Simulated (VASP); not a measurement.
Here is a VASP 6.6.1 calculation.

File INCAR:

```
ALGO = Normal
EDIFF = 1E-6
ENCUT = 520
GGA = PE
ISIF = 2
ISMEAR = 0
LASPH = True
LCHARG = False
LREAL = False
LWAVE = False
NBANDS = 34
NELM = 80
PREC = Accurate
SIGMA = 0.1
```

Contents of KPOINTS:

```
k-points
0
Gamma
  1 1 1
```

Contents of POSCAR:

```
InSe2
1.0
    4.2806954835      0.0000000000      0.0000000000
    0.0000000000      4.2806954835      0.0000000000
    0.0000000000      0.0000000000     11.0905793936
In Se
2 4
Direct
    0.0000000000      0.5000000000      0.6351779988
    0.5000000000      0.0000000000      0.3648220012
    0.0000000000      0.5000000000      0.3882572903
    0.5000000000      0.0000000000      0.6117427097
    0.0000000000      0.0000000000      0.0000000000
    0.5000000000      0.5000000000      0.0000000000
```

Potentials or basis: VASP PAW PBE potentials, release 64 (In_d, Se).

Launch:

```sh
$ cat potpaw_PBE.64/In_d/POTCAR potpaw_PBE.64/Se/POTCAR > POTCAR
$ mpirun -np 1 vasp_gam > vasp.out
```

Predict the pressure.

0.0 GPa.

Predict the largest force.

0.005 eV/Å.

Forces on the atoms (eV/Å):
```
In   0.000  0.000  0.004
In   0.000  0.000 -0.004
Se   0.000  0.000 -0.005
Se   0.000  0.000  0.005
Se   0.000  0.000  0.000
Se   0.000  0.000  0.000
```

Caveat: the k points lie up to 1.47 Å⁻¹ apart.
